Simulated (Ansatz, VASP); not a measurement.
**One calculation of Mg3Te2, two programs**

```xyz
5
Lattice="4.4173 0.0000 0.0000 0.0000 4.4173 0.0000 0.0000 0.0000 11.3315" Properties=species:S:1:pos:R:3 pbc="T T T"
Mg    2.2087    2.2087    2.8043
Mg    2.2087    2.2087    8.5273
Mg    2.2087    2.2087    5.6658
Te    2.2087    2.2087    0.0000
Te    0.0000    0.0000    0.0000
```

Alike in both runs: functional PBE; k mesh 8 × 8 × 4; occupations gaussian, width 0.1 eV; no spin polarisation.

Ansatz relaxed the structure, and its values are those at the end. VASP's run is a single point on that final structure, the one shown.

|  | VASP | Ansatz |
| --- | --- | --- |
| version | VASP 6.6.1 | Ansatz 0.2.0 |
| potentials or method | VASP PAW PBE potentials, release 64 (Mg, Te), cutoff 520 eV | scalar-relativistic, plane waves, PAW |
| valence electrons in the cell | 18 | 62 |

|  | VASP | Ansatz | Ansatz less VASP |
| --- | --- | --- | --- |
| gap on the k mesh at the Fermi level (eV) | none | none | - |
| pressure (GPa) | 0.0 | 0.0 | +0.01 |

A gap of «none» marks a metal or a gap that the smearing closes. The functional is the same, so the differences come from potentials, cutoffs and numerics. VASP's potentials hold 18 valence electrons a cell and Ansatz's 62, so a difference there can come from the potentials and not from the codes.

Spin-orbit coupling is off throughout.
